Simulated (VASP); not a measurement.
# SnO (Pmn2_1) in VASP: single point with PBEsol

Aim: the single point of SnO with PBEsol.

All numbers are computed with VASP 6.6.1; they aren't measurements. Logs are shortened: lines on timing, memory, paths and dates and some standing lists are left out, and cuts for length are marked.

## (1) The cell of the first run

The structure is orthorhombic, space group Pmn2_1 (No. 31). The conventional cell has a = 3.355 Å, b = 5.674 Å, c = 4.222 Å, α = 90.00°, β = 90.00°, γ = 90.00°. Sn (site symmetry m) has 3 O at 2.15 to 2.16 Å within 2.8 Å. Within 2.8 Å of O (site symmetry m) lie 3 Sn at 2.15 to 2.16 Å.

## (2) Single point, PBEsol

File INCAR:

```
SYSTEM = SnO
PREC = Accurate
ENCUT = 520
EDIFF = 1E-6
ISMEAR = 0
SIGMA = 0.01
LREAL = .FALSE.
LASPH = .TRUE.
NELM = 60
ALGO = Normal
ISIF = 2
LWAVE = .FALSE.
LCHARG = .FALSE.
GGA = PS
NBANDS = 28
```

File KPOINTS:

```
regular mesh
0
G
  5 3 4
  0 0 0
```

File POSCAR:

```
SnO
1.0
    3.3550050000      0.0000000000      0.0000000000
    0.0000000000      5.6741040000      0.0000000000
    0.0000000000      0.0000000000      4.2219700000
Sn O
2 2
Direct
    0.0000000000      0.2319090000      0.5131440000
    0.5000000000      0.7680910000      0.0131440000
    0.0000000000      0.8912500000      0.7368570000
    0.5000000000      0.1087500000      0.2368570000
```

Potentials or basis: VASP PAW PBE potentials, release 64 (Sn_d, O).

Started as:

```sh
cat potpaw_PBE.64/Sn_d/POTCAR potpaw_PBE.64/O/POTCAR > POTCAR
mpirun -np 1 vasp_std > vasp.out
```

OUTCAR:

```text
SYSTEM = SnO
   PREC = Accurate
   ENCUT = 520
   EDIFF = 1E-6
   ISMEAR = 0
   LREAL = .FALSE.
   LASPH = .TRUE.
   NELM = 60
   ISIF = 2
   GGA = PS

 ion  position               nearest neighbor table
   1  0.000  0.232  0.513-   3 2.15   4 2.16   4 2.16
   2  0.500  0.768  0.013-   4 2.15   3 2.16   3 2.16
   3  0.000  0.891  0.737-   1 2.15   2 2.16   2 2.16
   4  0.500  0.109  0.237-   2 2.15   1 2.16   1 2.16

  LATTYP: Found a simple orthorhombic cell.
 ALAT       =     3.3550050000
 B/A-ratio  =     1.2584094510
 C/A-ratio  =     1.6912356315

  Lattice vectors:

 A1 = (  -3.3550050000,   0.0000000000,   0.0000000000)
 A2 = (   0.0000000000,   0.0000000000,   4.2219700000)
 A3 = (   0.0000000000,   5.6741040000,   0.0000000000)

Analysis of symmetry for initial positions (statically):
=====================================================================
 Subroutine PRICEL returns:
 Original cell was already a primitive cell.

 Routine SETGRP: Setting up the symmetry group for a
 simple orthorhombic supercell.

 Subroutine GETGRP returns: Found  4 space group operations
 (whereof  2 operations were pure point group operations)
 out of a pool of  8 trial point group operations.

The static configuration has the point symmetry C_1h.
 The point group associated with its full space group is C_2v.

Analysis of symmetry for dynamics (positions and initial velocities):
=====================================================================
 Subroutine PRICEL returns:
 Original cell was already a primitive cell.

 Routine SETGRP: Setting up the symmetry group for a
 simple orthorhombic supercell.

 Subroutine GETGRP returns: Found  4 space group operations
 (whereof  2 operations were pure point group operations)
 out of a pool of  8 trial point group operations.

The dynamic configuration has the point symmetry C_1h.
 The point group associated with its full space group is C_2v.

 Subroutine INISYM returns: Found  4 space group operations
 (whereof  2 operations are pure point group operations),
 and found     1 'primitive' translations

----------------------------------------------------------------------------------------

                                     Primitive cell

  volume of cell :      80.3722

  direct lattice vectors                    reciprocal lattice vectors
     3.355005000  0.000000000  0.000000000     0.298062149  0.000000000  0.000000000
     0.000000000  5.674104000  0.000000000     0.000000000  0.176239279  0.000000000
     0.000000000  0.000000000  4.221970000     0.000000000  0.000000000  0.236856254

  length of vectors
     3.355005000  5.674104000  4.221970000     0.298062149  0.176239279  0.236856254

  position of ions in fractional coordinates (direct lattice)
     0.000000000  0.231909000  0.513144000
     0.500000000  0.768091000  0.013144000
     0.000000000  0.891250000  0.736857000
     0.500000000  0.108750000  0.236857000

  ion indices of the primitive-cell ions
   primitive index   ion index
                 1           1
                 2           2
                 3           3
                 4           4

----------------------------------------------------------------------------------------

 KPOINTS: regular mesh

Automatic generation of k-mesh.
 Grid dimensions read from file:
 generate k-points for:    5    3    4

 Generating k-lattice:

  Cartesian coordinates                     Fractional coordinates (reciprocal lattice)
     0.059612430  0.000000000  0.000000000     0.200000000  0.000000000  0.000000000
     0.000000000  0.058746426  0.000000000     0.000000000  0.333333333  0.000000000
     0.000000000  0.000000000  0.059214064     0.000000000  0.000000000  0.250000000

  Length of vectors
     0.059612430  0.058746426  0.059214064

  Shift w.r.t. Gamma in fractional coordinates (k-lattice)
     0.000000000  0.000000000  0.000000000

 Subroutine IBZKPT returns following result:
 ===========================================

 Found     18 irreducible k-points:

 Following reciprocal coordinates:
            Coordinates               Weight
  0.000000  0.000000  0.000000      1.000000
  0.200000  0.000000  0.000000      2.000000
  0.400000  0.000000  0.000000      2.000000
  0.000000  0.333333  0.000000      2.000000
  0.200000  0.333333  0.000000      4.000000
  0.400000  0.333333  0.000000      4.000000
[... 10 lines left out ...]
  0.200000  0.333333  0.500000      4.000000
  0.400000  0.333333  0.500000      4.000000
   k-points           NKPTS =     18   k-points in BZ     NKDIM =     18   number of bands    NBANDS=     28
   number of dos      NEDOS =    301   number of ions     NIONS =      4
   total plane-waves  NPLWV =  37632
   dimension x,y,z NGX =    28 NGY =   42 NGZ =   32
   dimension x,y,z NGXF=    56 NGYF=   84 NGZF=   64
   ions per type =               2   2
   NGX,Y,Z   is equivalent  to a cutoff of  13.87, 12.31, 12.60 a.u.
   NGXF,Y,Z  is equivalent  to a cutoff of  27.75, 24.61, 25.20 a.u.
 SYSTEM =  SnO
   PREC   = accura    normal or accurate (medium, high low for compatibility)
   ISTART =      0    job   : 0-new  1-cont  2-samecut
   ICHARG =      2    charge: 1-file 2-atom 10-const
   ISPIN  =      1    spin polarized calculation?
   LNONCOLLINEAR =      F non collinear calculations
   LSORBIT =      F    spin-orbit coupling
   LASPH  =      T    aspherical Exc in radial PAW
   ENCUT  =  520.0 eV  38.22 Ry    6.18 a.u.   6.24 10.55  7.85*2*pi/ulx,y,z
   NELM   =     60;   NELMIN=  2; NELMDL= -5     # of ELM steps
   EDIFF  = 0.1E-05   stopping-criterion for ELM
   LREAL  =      F    real-space projection
   EDIFFG = 0.1E-04   stopping-criterion for IOM
   NSW    =      0    number of steps for IOM
   IBRION =     -1    ionic relax: 0-MD 1-quasi-New 2-CG
   NFREE  =      0    steps in history (QN), initial steepest desc. (CG)
   ISIF   =      2    stress and relaxation
   ISYM   =      2    0-nonsym 1-usesym 2-fastsym
   POTIM  = 0.5000    time-step for ionic-motion
   TEBEG  =    0.0;   TEEND  =   0.0 temperature during run
   PSTRESS=    0.0 pullay stress
   NELECT =      40.0000    total number of electrons
   NUPDOWN=      -1.0000    fix difference up-down
   EMIN   =  10.00;   EMAX   =-10.00  energy-range for DOS
   EFERMI =   0.00;   METHOD = LEGACY
   ISMEAR =     0;   SIGMA  =   0.01  broadening in eV -4-tet -1-fermi 0-gaus
   EFERMI_NEDOS =   21; number of points for ismear=-14 and -15
   IALGO  =     38    algorithm
   IMIX   =      4    mixing-type and parameters
     AMIX     =   0.40;   BMIX     =  1.00
     AMIX_MAG =   1.60;   BMIX_MAG =  1.00
  volume/ion in A,a.u.               =      20.09       135.59
  Fermi-wavevector in a.u.,A,eV,Ry     =   1.297357  2.451650 22.900458  1.683136
  Thomas-Fermi vector in A             =   2.428755
   LORBIT       =      0    0 simple, 1 ext, 2 COOP (PROOUT), +10 PAW based schemes
   GGA     = PS    functional components
   LHFCALC =     F    Hartree Fock is set to
   AEXX    =    0.0000 exact exchange contribution
   IVDW    =     0    specifies the selected vdW correction
   LEPSILON=     F    determine dielectric tensor
   LRPA    =     F    only Hartree local field effects (RPA)
 non-spin polarized calculation
 Gauss-broadening in eV      SIGMA  =   0.01
  energy-cutoff  :      520.00
  volume of cell :       80.37
 maximum number of plane-waves:      2178
 NGX is ok and might be reduce to    28
   NGX = 13   NGY = 21   NGZ = 15

 number of electron      39.9999992 magnetization

 Free energy of the ion-electron system (eV)
  ---------------------------------------------------
  ext. energy  EPLUGINS =         0.00000000
  ---------------------------------------------------
  free energy    TOTEN  =       -23.79234743 eV

  energy without entropy =      -23.79234743  energy(sigma->0) =      -23.79234743

 E-fermi :   4.7540     XC(G=0):  -9.7639

 val. band max:        4.7079874813   @ k =   0.0000   0.0000   0.0000
 cond. band min:       6.2484463780   @ k =   0.4000   0.3333   0.0000
 fundamental gap:      1.5404588967
 Fermi energy:         4.7540432798

 k-point     1 :       0.0000    0.0000    0.0000
  band No.  band energies     occupation
      1     -16.4146      2.00000
      2     -16.0879      2.00000
      3     -16.0034      2.00000
      4     -15.9773      2.00000
      5     -15.9498      2.00000
      6     -15.9181      2.00000
[... 20 lines left out ...]
     27      13.3587      0.00000
     28      13.9409      0.00000

 k-point     2 :       0.2000    0.0000    0.0000
  band No.  band energies     occupation
      1     -16.4019      2.00000
      2     -16.1207      2.00000
      3     -16.0087      2.00000
      4     -15.9809      2.00000
      5     -15.9643      2.00000
      6     -15.9206      2.00000
[... 20 lines left out ...]
     27      13.1834      0.00000
     28      14.1527      0.00000

 k-point     3 :       0.4000    0.0000    0.0000
  band No.  band energies     occupation
      1     -16.3941      2.00000
      2     -16.3125      2.00000
      3     -15.9692      2.00000
      4     -15.9549      2.00000
      5     -15.9357      2.00000
      6     -15.9246      2.00000
[... 20 lines left out ...]
     27      13.1296      0.00000
     28      14.3988      0.00000

 k-point     4 :       0.0000    0.3333    0.0000
  band No.  band energies     occupation
      1     -16.4086      2.00000
      2     -16.0912      2.00000
      3     -15.9983      2.00000
      4     -15.9748      2.00000
      5     -15.9522      2.00000
      6     -15.9242      2.00000
[... 392 lines left out ...]
     27      15.0868      0.00000
     28      15.0868      0.00000

 k-point    17 :       0.2000    0.3333    0.5000
  band No.  band energies     occupation
      1     -16.2943      2.00000
      2     -16.2943      2.00000
      3     -15.9925      2.00000
      4     -15.9925      2.00000
      5     -15.9489      2.00000
      6     -15.9489      2.00000
[... 20 lines left out ...]
     27      14.8254      0.00000
     28      14.8254      0.00000

 k-point    18 :       0.4000    0.3333    0.5000
  band No.  band energies     occupation
      1     -16.3755      2.00000
      2     -16.3755      2.00000
      3     -15.9838      2.00000
      4     -15.9838      2.00000
      5     -15.9144      2.00000
      6     -15.9144      2.00000
[... 20 lines left out ...]
     27      14.2185      0.00000
     28      14.2185      0.00000

------------------------ aborting loop because EDIFF is reached ----------------------------------------

  FORCE on cell =-STRESS in cart. coord.  units (eV):
  Direction    XX          YY          ZZ          XY          YZ          ZX
  --------------------------------------------------------------------------------------
  -------------------------------------------------------------------------------------
  Total       -1.7019893     -1.2730316     -1.2880409      0.0000000      0.0000000      0.0000000
  in kB      -33.9282764    -25.3772258    -25.6764299      0.0000000      0.0000000      0.0000000
  external PRESSURE =     -28.3273107 kB  Pullay stress =       0.0000000 kB

 VOLUME and BASIS-vectors are now :
 -----------------------------------------------------------------------------
  energy-cutoff  :      520.00
  volume of cell :       80.37
      direct lattice vectors                 reciprocal lattice vectors
     3.355005000  0.000000000  0.000000000     0.298062149  0.000000000  0.000000000
     0.000000000  5.674104000  0.000000000     0.000000000  0.176239279  0.000000000
     0.000000000  0.000000000  4.221970000     0.000000000  0.000000000  0.236856254

 POSITION                                       TOTAL-FORCE (eV/Angst)
 -----------------------------------------------------------------------------------
      0.00000      1.31588      2.16648         0.000000     -0.336824     -0.101521
      1.67750      4.35823      0.05549         0.000000      0.336824     -0.101521
      0.00000      5.05705      3.11099         0.000000      0.125536      0.101521
      1.67750      0.61706      1.00000         0.000000     -0.125536      0.101521
 -----------------------------------------------------------------------------------
    total drift:                                0.000000      0.000000     -0.000018

  FREE ENERGIE OF THE ION-ELECTRON SYSTEM (eV)
  ---------------------------------------------------
  free  energy   TOTEN  =       -23.7923474267 eV

  energy  without entropy=      -23.7923474267  energy(sigma->0) =      -23.79234743
```

Run time: 55 s. Hardware: 1 thread of Intel Xeon 8259CL, shared host; peak memory 0.2 GiB.

Results:

* Free energy: -23.7923 eV
* Pressure: -2.8 GPa
* Largest force: 0.352 eV/Å
* Band gap on the k mesh: 1.54 eV, indirect (least direct gap 2.13 eV)

Forces on the atoms (eV/Å):
```
Sn   0.000 -0.337 -0.102
Sn   0.000  0.337 -0.102
O    0.000  0.126  0.102
O    0.000 -0.126  0.102
```

Caveat: the PAW data sets were made with another functional, which shifts forces and pressure a little; spin-orbit coupling is left out, which moves the levels of the heavy elements. A k mesh can miss the band edges.
